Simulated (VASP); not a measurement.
# Ir (P6_3/mmc) in VASP: further runs

The runs below take Ir through single point, with r2SCAN.

Everything below comes from runs of VASP 6.6.1. Logs are shortened: lines on timing, memory, paths and dates and some standing lists are left out, and cuts for length are marked.

## 1. The cell of the first run

It takes space group P6_3/mmc (No. 194, hexagonal). Conventional cell: a = 2.751 Å, b = 2.751 Å, c = 4.462 Å, α = 90.00°, β = 90.00°, γ = 120.00°. Ir (site symmetry -6m2) has 12 Ir at 2.74 to 2.75 Å within 3.6 Å.

## 2. Single point, r2SCAN

POSCAR

```
Ir
1.0
    2.7513778946      0.0000000000      0.0000000000
   -1.3756889473      2.3827631521      0.0000000000
    0.0000000000      0.0000000000      4.4622900000
Ir
2
Direct
    0.6666666667      0.3333333333      0.7500000000
    0.3333333333      0.6666666667      0.2500000000
```

INCAR.step1

```
  PREC = Accurate
  ENCUT = 520
  ISMEAR = -1
  SIGMA = 0.08
  LREAL = F
  LASPH = T
  NELM = 60
  NBANDS = 16
  GGA = PE
  ALGO = Normal
  EDIFF = 1E-4
  LWAVE = T
  LCHARG = F
```

INCAR.step2

```
  PREC = Accurate
  ENCUT = 520
  EDIFF = 1E-6
  ISMEAR = -1
  SIGMA = 0.08
  LREAL = F
  LASPH = T
  NELM = 60
  ALGO = Normal
  ISIF = 2
  LWAVE = F
  LCHARG = F
  METAGGA = R2SCAN
  LMIXTAU = T
  NBANDS = 16
  ISTART = 1
```

KPOINTS

```
regular mesh
0
Gamma
  14 14 8
```

Potentials or basis: VASP PAW PBE potentials, release 64 (Ir).

Run with:

```bash
$ cat potpaw_PBE.64/Ir/POTCAR > POTCAR
$ cp INCAR.step1 INCAR
$ mpirun -np 1 vasp_std > vasp.out
$ cp INCAR.step2 INCAR
$ mpirun -np 1 vasp_std > vasp.out
```

OUTCAR:

```text
PREC = Accurate
   ENCUT = 520
   EDIFF = 1E-6
   ISMEAR = -1
   LREAL = F
   LASPH = T
   NELM = 60
   ISIF = 2
   METAGGA = R2SCAN
   ISTART = 1

 ion  position               nearest neighbor table
   1  0.667  0.333  0.750-   2 2.74   2 2.74   2 2.74   2 2.74   2 2.74   2 2.74
   2  0.333  0.667  0.250-   1 2.74   1 2.74   1 2.74   1 2.74   1 2.74   1 2.74

  LATTYP: Found a hexagonal cell.
 ALAT       =     2.7513778946
 C/A-ratio  =     1.6218382828

  Lattice vectors:

 A1 = (   2.7513778946,   0.0000000000,   0.0000000000)
 A2 = (  -1.3756889473,   2.3827631521,   0.0000000000)
 A3 = (   0.0000000000,   0.0000000000,   4.4622900000)

Analysis of symmetry for initial positions (statically):
=====================================================================
 Subroutine PRICEL returns:
 Original cell was already a primitive cell.

 Routine SETGRP: Setting up the symmetry group for a
 hexagonal supercell.

 Subroutine GETGRP returns: Found 24 space group operations
 (whereof 12 operations were pure point group operations)
 out of a pool of 24 trial point group operations.

The static configuration has the point symmetry D_3d.
 The point group associated with its full space group is D_6h.

Analysis of symmetry for dynamics (positions and initial velocities):
=====================================================================
 Subroutine PRICEL returns:
 Original cell was already a primitive cell.

 Routine SETGRP: Setting up the symmetry group for a
 hexagonal supercell.

 Subroutine GETGRP returns: Found 24 space group operations
 (whereof 12 operations were pure point group operations)
 out of a pool of 24 trial point group operations.

The dynamic configuration has the point symmetry D_3d.
 The point group associated with its full space group is D_6h.

 Subroutine INISYM returns: Found 24 space group operations
 (whereof 12 operations are pure point group operations),
 and found     1 'primitive' translations

----------------------------------------------------------------------------------------

                                     Primitive cell

  volume of cell :      29.2542

  direct lattice vectors                    reciprocal lattice vectors
     2.751377895  0.000000000  0.000000000     0.363454254  0.209840411  0.000000000
    -1.375688947  2.382763152  0.000000000     0.000000000  0.419680823  0.000000000
     0.000000000  0.000000000  4.462290000     0.000000000  0.000000000  0.224100182

  length of vectors
     2.751377895  2.751377895  4.462290000     0.419680823  0.419680823  0.224100182

  position of ions in fractional coordinates (direct lattice)
     0.666666667  0.333333333  0.750000000
     0.333333333  0.666666667  0.250000000

  ion indices of the primitive-cell ions
   primitive index   ion index
                 1           1
                 2           2

----------------------------------------------------------------------------------------

 KPOINTS: regular mesh

Automatic generation of k-mesh.
 Grid dimensions read from file:
 generate k-points for:   14   14    8

 Generating k-lattice:

  Cartesian coordinates                     Fractional coordinates (reciprocal lattice)
     0.025961018  0.014988601  0.000000000     0.071428571  0.000000000  0.000000000
     0.000000000  0.029977202  0.000000000     0.000000000  0.071428571  0.000000000
     0.000000000  0.000000000  0.028012523     0.000000000  0.000000000  0.125000000

  Length of vectors
     0.029977202  0.029977202  0.028012523

  Shift w.r.t. Gamma in fractional coordinates (k-lattice)
     0.000000000  0.000000000  0.000000000

 Subroutine IBZKPT returns following result:
 ===========================================

 Found    120 irreducible k-points:

 Following reciprocal coordinates:
            Coordinates               Weight
  0.000000  0.000000  0.000000      1.000000
  0.071429 -0.000000  0.000000      6.000000
  0.142857  0.000000  0.000000      6.000000
  0.214286 -0.000000  0.000000      6.000000
  0.285714 -0.000000  0.000000      6.000000
  0.357143 -0.000000  0.000000      6.000000
[... 16 lines left out ...]
  0.285714  0.285714  0.000000      6.000000
  0.357143  0.285714  0.000000      6.000000
 [... further k-points ...]
   k-points           NKPTS =    120   k-points in BZ     NKDIM =    120   number of bands    NBANDS=     16
   number of dos      NEDOS =    301   number of ions     NIONS =      2
   total plane-waves  NPLWV =  14400
   dimension x,y,z NGX =    20 NGY =   20 NGZ =   36
   dimension x,y,z NGXF=    40 NGYF=   40 NGZF=   72
   ions per type =               2
   NGX,Y,Z   is equivalent  to a cutoff of  12.08, 12.08, 13.41 a.u.
   NGXF,Y,Z  is equivalent  to a cutoff of  24.17, 24.17, 26.82 a.u.
 SYSTEM =  unknown system
   PREC   = accura    normal or accurate (medium, high low for compatibility)
   ISTART =      1    job   : 0-new  1-cont  2-samecut
   ICHARG =      0    charge: 1-file 2-atom 10-const
   ISPIN  =      1    spin polarized calculation?
   LNONCOLLINEAR =      F non collinear calculations
   LSORBIT =      F    spin-orbit coupling
   LASPH  =      T    aspherical Exc in radial PAW
   ENCUT  =  520.0 eV  38.22 Ry    6.18 a.u.   5.12  5.12  8.30*2*pi/ulx,y,z
   NELM   =     60;   NELMIN=  2; NELMDL=  0     # of ELM steps
   EDIFF  = 0.1E-05   stopping-criterion for ELM
   LREAL  =      F    real-space projection
   EDIFFG = 0.1E-04   stopping-criterion for IOM
   NSW    =      0    number of steps for IOM
   IBRION =     -1    ionic relax: 0-MD 1-quasi-New 2-CG
   NFREE  =      0    steps in history (QN), initial steepest desc. (CG)
   ISIF   =      2    stress and relaxation
   ISYM   =      2    0-nonsym 1-usesym 2-fastsym
   POTIM  = 0.5000    time-step for ionic-motion
   TEBEG  =    0.0;   TEEND  =   0.0 temperature during run
   PSTRESS=    0.0 pullay stress
   NELECT =      18.0000    total number of electrons
   NUPDOWN=      -1.0000    fix difference up-down
   EMIN   =  10.00;   EMAX   =-10.00  energy-range for DOS
   EFERMI =   0.00;   METHOD = LEGACY
   ISMEAR =    -1;   SIGMA  =   0.08  broadening in eV -4-tet -1-fermi 0-gaus
   EFERMI_NEDOS =   21; number of points for ismear=-14 and -15
   IALGO  =     38    algorithm
   IMIX   =      4    mixing-type and parameters
     AMIX     =   0.40;   BMIX     =  1.00
     AMIX_MAG =   1.60;   BMIX_MAG =  1.00
  volume/ion in A,a.u.               =      14.63        98.71
  Fermi-wavevector in a.u.,A,eV,Ry     =   1.392417  2.631287 26.379323  1.938826
  Thomas-Fermi vector in A             =   2.516162
   LORBIT       =      0    0 simple, 1 ext, 2 COOP (PROOUT), +10 PAW based schemes
   METAGGA = R2SCAN    functional components
   LHFCALC =     F    Hartree Fock is set to
   AEXX    =    0.0000 exact exchange contribution
   IVDW    =     0    specifies the selected vdW correction
   LEPSILON=     F    determine dielectric tensor
   LRPA    =     F    only Hartree local field effects (RPA)
 non-spin polarized calculation
  energy-cutoff  :      520.00
  volume of cell :       29.25
 maximum number of plane-waves:       796
   NGX = 11   NGY = 11   NGZ = 17

 number of electron      18.0000000 magnetization

 Free energy of the ion-electron system (eV)
  ---------------------------------------------------
  ext. energy  EPLUGINS =         0.00000000
  ---------------------------------------------------
  free energy    TOTEN  =      -104.56500470 eV

  energy without entropy =     -104.51306677  energy(sigma->0) =     -104.53903574

 E-fermi :   9.7277     XC(G=0): -15.1050

 val. band max:        9.7197803594   @ k =   0.2857   0.2857   0.1250
 cond. band min:       9.7295251321   @ k =   0.3571   0.0714   0.2500
 fundamental gap:      0.0097447728
 Fermi energy:         9.7277325291

 k-point     1 :       0.0000    0.0000    0.0000
  band No.  band energies     occupation
      1      -1.5609      2.00000
      2       1.5674      2.00000
      3       5.8305      2.00000
      4       5.9367      2.00000
      5       5.9367      2.00000
      6       6.5795      2.00000
[... 8 lines left out ...]
     15      27.0493      0.00000
     16      28.0515      0.00000

 k-point     2 :       0.0714   -0.0000    0.0000
  band No.  band energies     occupation
      1      -1.3591      2.00000
      2       1.7463      2.00000
      3       5.5097      2.00000
      4       6.1043      2.00000
      5       6.2160      2.00000
      6       6.4755      2.00000
[... 8 lines left out ...]
     15      27.3089      0.00000
     16      28.3332      0.00000

 k-point     3 :       0.1429    0.0000    0.0000
  band No.  band energies     occupation
      1      -0.7801      2.00000
      2       2.2214      2.00000
      3       5.0852      2.00000
      4       6.1476      2.00000
      5       6.2022      2.00000
      6       6.5946      2.00000
[... 8 lines left out ...]
     15      27.8879      0.00000
     16      28.2670      0.00000

 k-point     4 :       0.2143   -0.0000    0.0000
  band No.  band energies     occupation
      1       0.0857      2.00000
      2       2.7320      2.00000
      3       4.8103      2.00000
      4       5.0951      2.00000
      5       5.8558      2.00000
      6       6.5530      2.00000
[... 8 lines left out ...]
     15      27.2129      0.00000
     16      27.2926      0.00000

 k-point     5 :       0.2857   -0.0000    0.0000
  band No.  band energies     occupation
      1       1.0472      2.00000
      2       2.8168      2.00000
      3       4.1595      2.00000
      4       4.9885      2.00000
      5       5.8490      2.00000
      6       6.1867      2.00000
[... 8 lines left out ...]
     15      25.2635      0.00000
     16      26.0259      0.00000

 k-point     6 :       0.3571   -0.0000    0.0000
  band No.  band energies     occupation
      1       1.7981      2.00000
      2       2.5700      2.00000
      3       3.4644      2.00000
      4       5.4078      2.00000
      5       5.8913      2.00000
      6       6.2952      2.00000
[... 8 lines left out ...]
     15      23.5029      0.00000
     16      25.0367      0.00000

 k-point     7 :       0.4286   -0.0000    0.0000
  band No.  band energies     occupation
      1       2.1443      2.00000
      2       2.3445      2.00000
      3       3.0378      2.00000
      4       5.7016      2.00000
      5       5.9860      2.00000
      6       6.2388      2.00000
[... 8 lines left out ...]
     15      22.1904      0.00000
     16      22.8175      0.00000

 k-point     8 :       0.5000    0.0000    0.0000
  band No.  band energies     occupation
      1       2.1962      2.00000
      2       2.2877      2.00000
      3       2.8940      2.00000
      4       5.6364      2.00000
      5       6.1771      2.00000
      6       6.3367      2.00000
[... 8 lines left out ...]
     15      21.2406      0.00000
     16      21.6852      0.00000

 k-point     9 :       0.0714    0.0714    0.0000
  band No.  band energies     occupation
      1      -0.9676      2.00000
      2       2.0789      2.00000
      3       5.1820      2.00000
      4       6.2786      2.00000
      5       6.4501      2.00000
      6       6.4747      2.00000
[... 8 lines left out ...]
     15      27.7743      0.00000
     16      28.3242      0.00000
[... 172 lines left out ...]
 k-point    19 :       0.4286    0.1429    0.0000
  band No.  band energies     occupation
      1       2.7737      2.00000
      2       2.8181      2.00000
      3       2.9475      2.00000
      4       5.4693      2.00000
      5       5.7068      2.00000
      6       6.0405      2.00000
[... 8 lines left out ...]
     15      21.2513      0.00000
     16      22.8488      0.00000

 k-point    20 :       0.2143    0.2143    0.0000
  band No.  band energies     occupation
      1       2.4675      2.00000
      2       3.5428      2.00000
      3       3.7827      2.00000
      4       3.9913      2.00000
      5       5.3783      2.00000
      6       6.2382      2.00000
[... 8 lines left out ...]
     15      20.3133      0.00000
     16      25.9890      0.00000

 k-point    21 :       0.2857    0.2143    0.0000
  band No.  band energies     occupation
      1       3.0686      2.00000
      2       3.1891      2.00000
      3       3.5745      2.00000
      4       4.5170      2.00000
      5       5.3002      2.00000
      6       6.2240      2.00000
[... 8 lines left out ...]
     15      20.8582      0.00000
     16      25.4296      0.00000

 k-point    22 :       0.3571    0.2143    0.0000
  band No.  band energies     occupation
      1       3.0011      2.00000
      2       3.2819      2.00000
      3       3.3952      2.00000
      4       5.0799      2.00000
      5       5.3596      2.00000
      6       5.9232      2.00000
[... 8 lines left out ...]
     15      22.1120      0.00000
     16      23.5762      0.00000

 k-point    23 :       0.2857    0.2857    0.0000
  band No.  band energies     occupation
      1       3.0329      2.00000
      2       3.5019      2.00000
      3       3.9322      2.00000
      4       4.5373      2.00000
      5       5.3081      2.00000
      6       5.8812      2.00000
[... 8 lines left out ...]
     15      22.5026      0.00000
     16      24.5507      0.00000

 k-point    24 :       0.3571    0.2857    0.0000
  band No.  band energies     occupation
      1       2.9792      2.00000
      2       3.7246      2.00000
      3       3.8409      2.00000
      4       4.7412      2.00000
      5       5.4115      2.00000
      6       5.6568      2.00000
[... 8 lines left out ...]
     15      23.4474      0.00000
     16      23.5640      0.00000

 [... further k-points ...]

------------------------ aborting loop because EDIFF is reached ----------------------------------------

  FORCE on cell =-STRESS in cart. coord.  units (eV):
  Direction    XX          YY          ZZ          XY          YZ          ZX
  --------------------------------------------------------------------------------------
  -------------------------------------------------------------------------------------
  Total       -1.1395493     -1.1395493     -1.2409933     -0.0000000     -0.0000000      0.0000000
  in kB      -62.4100854    -62.4100854    -67.9659075     -0.0000000     -0.0000000      0.0000000
  external PRESSURE =     -64.2620261 kB  Pullay stress =       0.0000000 kB

 VOLUME and BASIS-vectors are now :
 -----------------------------------------------------------------------------
  energy-cutoff  :      520.00
  volume of cell :       29.25
      direct lattice vectors                 reciprocal lattice vectors
     2.751377895  0.000000000  0.000000000     0.363454254  0.209840411  0.000000000
    -1.375688947  2.382763152  0.000000000     0.000000000  0.419680823  0.000000000
     0.000000000  0.000000000  4.462290000     0.000000000  0.000000000  0.224100182

 POSITION                                       TOTAL-FORCE (eV/Angst)
 -----------------------------------------------------------------------------------
      1.37569      0.79425      3.34672         0.000000     -0.000000      0.000000
     -0.00000      1.58851      1.11557        -0.000000      0.000000      0.000000
 -----------------------------------------------------------------------------------
    total drift:                                0.000000     -0.000000     -0.000000

  FREE ENERGIE OF THE ION-ELECTRON SYSTEM (eV)
  ---------------------------------------------------
  free  energy   TOTEN  =      -104.5650047007 eV

  energy  without entropy=     -104.5130667745  energy(sigma->0) =     -104.53903574
```

It took 2.1 min on 1 thread of Intel Xeon Platinum 8375C at 2.90GHz (Ice Lake), shared host; peak memory 0.18 GiB.

Results:

| Property | Result |
| --- | --- |
| Free energy | -104.5650 eV |
| Pressure | -6.4 GPa |
| Band gap on the k mesh | zero (band 9 reaches 10.67 eV, above the bottom of band 10 at 7.41 eV) |

Caveat: the PAW data sets were made with another functional, which shifts forces and pressure a little; spin-orbit coupling is left out, which moves the levels of the heavy elements.

## 3. Single point, r2SCAN, collinear spin, zero start

POSCAR is that of step 2.

INCAR.step1

```
PREC     = Accurate       # precision mode
ENCUT    = 520            # plane-wave cutoff, eV
ISMEAR   = -1             # smearing method
SIGMA    = 0.08           # smearing width, eV
LREAL    = F              # projectors in reciprocal space
LASPH    = T              # aspherical terms in the spheres
NELM     = 150            # most SCF steps
ISPIN    = 2              # spin polarisation
MAGMOM   = 0 0            # initial moments
NUPDOWN  = 0.0            # fixed moment
LMAXMIX  = 4              # l up to which the mixer works
NBANDS   = 20             # bands
GGA      = PE             # functional
ALGO     = Normal         # electronic algorithm
EDIFF    = 1E-4           # SCF threshold, eV
LWAVE    = T              # write WAVECAR
LCHARG   = F              # write CHGCAR
```

INCAR.step2

```
PREC     = Accurate       # precision mode
ENCUT    = 520            # plane-wave cutoff, eV
EDIFF    = 1E-6           # SCF threshold, eV
ISMEAR   = -1             # smearing method
SIGMA    = 0.08           # smearing width, eV
LREAL    = F              # projectors in reciprocal space
LASPH    = T              # aspherical terms in the spheres
NELM     = 150            # most SCF steps
ALGO     = Normal         # electronic algorithm
ISIF     = 2              # what is computed and relaxed
LWAVE    = F              # write WAVECAR
LCHARG   = F              # write CHGCAR
ISPIN    = 2              # spin polarisation
MAGMOM   = 0 0            # initial moments
LORBIT   = 11             # projections on sites
NUPDOWN  = 0.0            # fixed moment
LMAXMIX  = 4              # l up to which the mixer works
METAGGA  = R2SCAN         # meta-GGA
LMIXTAU  = T            
NBANDS   = 20             # bands
ISTART   = 1
```

KPOINTS

```
Automatic mesh
0
Gamma
  14 14 8
```

Potentials or basis: VASP PAW PBE potentials, release 64 (Ir).

Run with:

```bash
$ cat potpaw_PBE.64/Ir/POTCAR > POTCAR
$ cp INCAR.step1 INCAR
$ mpirun -np 1 vasp_std > vasp.out
$ cp INCAR.step2 INCAR
$ mpirun -np 1 vasp_std > vasp.out
```

Run time: 5.1 min. Hardware: 1 thread of Intel Xeon Platinum 8375C at 2.90GHz (Ice Lake), shared host; peak memory 0.23 GiB.

It converged, with:

```
Free energy                                           : -104.5650 eV
Pressure                                              : -6.4 GPa
Net moment                                            : 0.00 μB per cell
Valence electrons inside the program's atomic spheres : Ir 8.29
```

Stress tensor (GPa, compression positive):
```
-6.24  0.00  0.00
 0.00 -6.24  0.00
 0.00  0.00 -6.80
```

Caveat: the PAW data sets were made with another functional, which shifts forces and pressure a little; spin-orbit coupling is left out, which moves the levels of the heavy elements; the total moment is fixed, so each spin has its own Fermi level.

## 4. Single point, r2SCAN, collinear spin, ferromagnetic start

POSCAR is that of step 3.

INCAR.step1

```
PREC = Accurate
ENCUT = 520
ISMEAR = -1
SIGMA = 0.08
LREAL = F
LASPH = T
NELM = 150
ISPIN = 2
MAGMOM = 0.2 0.2
NUPDOWN = 0.4
LMAXMIX = 4
NBANDS = 20
GGA = PE
ALGO = Normal
EDIFF = 1E-4
LWAVE = T
LCHARG = F
```

INCAR.step2

```
PREC = Accurate
ENCUT = 520
EDIFF = 1E-6
ISMEAR = -1
SIGMA = 0.08
LREAL = F
LASPH = T
NELM = 150
ALGO = Normal
ISIF = 2
LWAVE = F
LCHARG = F
ISPIN = 2
MAGMOM = 0.2 0.2
LORBIT = 11
NUPDOWN = 0.4
LMAXMIX = 4
METAGGA = R2SCAN
LMIXTAU = T
NBANDS = 20
ISTART = 1
```

KPOINTS

```
regular mesh
0
Gamma
  14 14 8
```

Run with:

```bash
$ cat potpaw_PBE.64/Ir/POTCAR > POTCAR
$ cp INCAR.step1 INCAR
$ mpirun -np 1 vasp_std > vasp.out
$ cp INCAR.step2 INCAR
$ mpirun -np 1 vasp_std > vasp.out
```

Run time: 4.7 min. Hardware: 1 thread of Intel Xeon Platinum 8375C at 2.90GHz (Ice Lake), shared host; peak memory 0.23 GiB.

Results (log left out):

- Free energy: -104.5529 eV
- Pressure: -6.1 GPa
- Net moment: 0.40 μB per cell
- Site moments: Ir +0.20 μB
- Valence electrons inside the program's atomic spheres: Ir 8.29

Stress tensor (GPa, compression positive):
```
-5.88  0.00  0.00
 0.00 -5.88  0.00
 0.00  0.00 -6.59
```

Caveat: the PAW data sets were made with another functional, which shifts forces and pressure a little; spin-orbit coupling is left out, which moves the levels of the heavy elements; the total moment is fixed, so each spin has its own Fermi level.

[end of part 1 of 2]
